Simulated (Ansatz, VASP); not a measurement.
# BiTe: VASP beside Ansatz

```
Bi Te
1.0
     3.67061    0.00000    0.00000
    -1.83531    3.17884    0.00000
     0.00000    0.00000    5.92957
Bi Te
1 1
Direct
  0.00000 0.00000 0.96918
  0.00000 0.00000 0.50514
```

Alike in both runs: task relaxation of cell and atoms; functional PBE; k mesh 6 × 6 × 4; occupations gaussian, width 0.1 eV; no spin polarisation.

```csv
,VASP,Ansatz
version,VASP 6.6.1,Ansatz 0.2.0
potentials or method,"VASP PAW PBE potentials, release 64 (Bi_d, Te), cutoff 600 eV","scalar-relativistic, plane waves, PAW"
valence electrons in the cell,21,31
```

VASP gave:

```
gap on the k mesh at the Fermi level, each at its own relaxed structure (eV) : none
relaxed volume (Å³/atom)                                                     : 33.07
relaxed cell length with the largest relative difference (Å)                 : 6.355
```

**Question.** Estimate Ansatz's values.

**Answer.** gap on the k mesh at the Fermi level, each at its own relaxed structure (eV): none; relaxed volume (Å³/atom): 33.17; relaxed cell length with the largest relative difference (Å): 6.371.

A gap of «none» marks a metal or a gap that the smearing closes. VASP's potentials hold 21 valence electrons a cell and Ansatz's 31, so a difference there can come from the potentials and not from the codes.

Neither program's run includes spin-orbit coupling.
